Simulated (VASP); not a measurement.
Wanted: the native input for a VASP 6.6.1 run.

```yaml
Task: single point
Functional: PBE
Dispersion: D3(BJ)
Potentials_or_basis: VASP PAW PBE potentials, release 64 (V_sv)
Cutoff: 520 eV
k_mesh: 12 × 12 × 12
Occupations: fermi-dirac, width 0.05 eV
Spin: collinear spin, ferromagnetic start
Starting_moments: "[2.0] μB"
Dipole_correction: no
Further_INCAR_settings: ALGO = Normal; EDIFF = 1e-06; NBANDS = 16
```

The structure of V lies in POSCAR:

```
V
1.0
   -1.4748457782      1.4748457782      1.4748457782
    1.4748457782     -1.4748457782      1.4748457782
    1.4748457782      1.4748457782     -1.4748457782
V
1
Direct
    0.0000000000      0.0000000000      0.0000000000
```

The input as run:

INCAR

```
ALGO     = Normal         # electronic algorithm
EDIFF    = 1E-6           # SCF threshold, eV
ENCUT    = 520            # plane-wave cutoff, eV
GGA      = PE             # functional
ISIF     = 2              # what is computed and relaxed
ISMEAR   = -1             # smearing method
ISPIN    = 2              # spin polarisation
IVDW     = 12             # dispersion correction
LASPH    = T              # aspherical terms in the spheres
LCHARG   = T              # write CHGCAR
LELF     = T              # ELF
LMAXMIX  = 4              # l up to which the mixer works
LORBIT   = 11             # projections on sites
LREAL    = F              # projectors in reciprocal space
LVHAR    = T            
LWAVE    = F              # write WAVECAR
MAGMOM   = 2              # initial moments
NBANDS   = 16             # bands
NELM     = 150            # most SCF steps
PREC     = Accurate       # precision mode
SIGMA    = 0.05           # smearing width, eV
```

KPOINTS

```
k-points
0
Gamma
  12 12 12
```

Potentials or basis: VASP PAW PBE potentials, release 64 (V_sv).

Launch:

```sh
$ cat potpaw_PBE.64/V_sv/POTCAR > POTCAR
$ mpirun -np 1 vasp_std > vasp.out
```

Results of the run:

```
Pressure                                              : 0.3 GPa
Net moment                                            : 0.00 μB per cell
Valence electrons inside the program's atomic spheres : V 11.74
Dispersion energy per atom                            : -0.714 eV
```

Caveat: the moments typed at the start vanished in this run.

Wall time 57 s on 1 thread of Intel Xeon 8259CL (shared host), peak memory 0.16 GiB.
